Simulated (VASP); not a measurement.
Wanted: the native input for a VASP 6.6.1 run.

| Quantity | Value |
| --- | --- |
| Task | single point |
| Functional | PBE |
| Dispersion | D3(BJ) |
| Potentials or basis | VASP PAW PBE potentials, release 64 (O, H, C) |
| Cutoff | 520 eV |
| k mesh | 1 × 1 × 1 |
| Occupations | fermi-dirac, width 0.02 eV |
| Spin | no spin polarisation |
| Dipole correction | no |
| Further INCAR settings | LREAL = Auto; ALGO = Normal; EDIFF = 1e-06; NBANDS = 69 |

The structure of H22CO11 lies in POSCAR:

```
H22CO11
1.0
    7.1203670000      0.0000000000      0.0000000000
    0.0000000000      7.1203670000      0.0000000000
    0.0000000000      0.0000000000      7.1203670000
O H C
11 22 1
Direct
    0.4937666837      0.1827855222      0.4494431256
   -0.1745415651      0.6082411202      0.4335872013
    0.5262650085      1.1036650218      0.9172982235
    0.9479848440      0.6689261944      0.9781939611
    0.5023196136      0.5496345905      0.2455772294
    0.3199132854      0.3939263243      0.7842573283
    0.2231486102      1.1119370673      0.1705108739
    0.7508882618      0.8567255031      0.7112976059
    0.7457902100      0.9294886064      0.2267720189
    0.2978076832      0.7482339042      0.8997429486
   -0.0213050816      0.1976443068      0.6882510410
    0.4912106356      0.3134108115      0.4037994109
    0.2990857072      0.1269737922      0.2859262732
   -0.0988713082      0.6782656006      0.3441536089
    0.4516902008      0.1925322108      0.5790431870
    0.4079424558      1.3104942484      0.8519083356
    0.5721474750      0.9985019031      0.8395353779
    0.8200981775      0.7846926991      0.8082308117
    1.0853513590      0.7035732849      0.9574787367
    0.6274255246      0.5777651629      0.3023299220
    0.4223096927      0.6386609005      0.3110654268
    0.2120817649      0.3117395494      0.7584861848
   -0.6837709348     -0.3783934171      1.8418011319
    5.9471934522     -1.4616802757     -1.9834511339
    0.1017644175      1.0633861991      0.2098346897
    0.8311088459      0.9663265952      0.6847540302
    0.7853949101      0.7081517006      0.5240600660
    0.6723810725      1.0293851426      0.1684604178
    0.7896783972      0.8544643836      0.1207802912
    0.4108215209      1.0606054435      0.9800477981
    0.3750228043      0.7367738208      1.0126303883
   -0.0326528113      0.4815763008      0.6991633999
   -0.2616859496      0.3504875521      0.6745438824
   -0.1069186462      0.3466113474      0.6862988944
```

The input as run:

INCAR

```
PREC = Accurate
ENCUT = 520
EDIFF = 1E-6
ISMEAR = -1
SIGMA = 0.02
LREAL = Auto
LASPH = True
NELM = 60
ALGO = Normal
ISIF = 2
LWAVE = False
LCHARG = False
GGA = PE
IVDW = 12
NBANDS = 69
```

KPOINTS

```
Automatic mesh
0
Gamma
  1 1 1
```

Potentials or basis: VASP PAW PBE potentials, release 64 (O, H, C).

Launch:

```sh
$ cat potpaw_PBE.64/O/POTCAR potpaw_PBE.64/H/POTCAR potpaw_PBE.64/C/POTCAR > POTCAR
$ mpirun -np 1 vasp_gam > vasp.out
```

It gave:

```json
{"Pressure": "0.4 GPa", "Largest force": "0.539 eV/Å", "Band gap on the k mesh": "3.89 eV", "Dispersion energy per atom": "-0.034 eV"}
```

Caveat: the k points lie up to 0.88 Å⁻¹ apart; the atoms stand as in a frame of molecular dynamics.

Wall time 74 s on 1 thread of Intel Xeon 8259CL, on a shared host, peak memory 0.39 GiB.
